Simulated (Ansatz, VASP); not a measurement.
## Ir: VASP beside Ansatz

File INCAR:

```
PREC = Accurate
ENCUT = 520
EDIFF = 1E-6
ISMEAR = -1
SIGMA = 0.2
LREAL = F
LASPH = T
NELM = 60
ALGO = Normal
ISIF = 2
LWAVE = F
LCHARG = F
GGA = PE
NBANDS = 10
```

KPOINTS

```
regular mesh
0
Gamma
  14 14 14
```

Contents of POSCAR:

```
Ir
1.0
    0.0000000000      1.9360622002      1.9360622002
    1.9360622002      0.0000000000      1.9360622002
    1.9360622002      1.9360622002      0.0000000000
Ir
1
Direct
    0.0000000000      0.0000000000      0.0000000000
```

Input for Ansatz:

```yaml
crystal:
  lattice:
    - [0.0, 1.9360622002, 1.9360622002]
    - [1.9360622002, 0.0, 1.9360622002]
    - [1.9360622002, 1.9360622002, 0.0]
  atoms:
    - { symbol: Ir, position: [0.0, 0.0, 0.0] }
hamiltonian:
  xc: pbe
  pseudopotentials:
    kind: paw
    azcp:
      Ir: "pseudopotentials/Ir.paw.azcp"
basis:
  ecutwfc: 420
  fft_grid_basis: typed
kpoints:
  mp_grid: { grid: [14, 14, 14], shift: [0, 0, 0] }
magnetization:
  spin_polarized: false
scf:
  occupations: { method: fermi_dirac, width: 0.2 }
  lower_state_search: "off"
output:
  stress: true
  write_density: true
  write_potential: true
  elf: true
  volumetric_format: npy
```

Alike in both runs: task single point; functional PBE; k mesh 14 × 14 × 14; occupations fermi-dirac, width 0.2 eV; no spin polarisation.

|  | VASP | Ansatz |
| --- | --- | --- |
| version | VASP 6.6.1 | Ansatz 0.2.0 |
| potentials or method | VASP PAW PBE potentials, release 64 (Ir), cutoff 520 eV | plane waves (420 eV) with PAW, scalar-relativistic |
| valence electrons in the cell | 9 | 17 |

```csv
,VASP,Ansatz,Ansatz less VASP
pressure (GPa),1.5,1.0,-0.52
```

VASP's potentials hold 9 valence electrons a cell and Ansatz's 17, so a difference there can come from the potentials and not from the codes.

Spin-orbit coupling is off throughout.
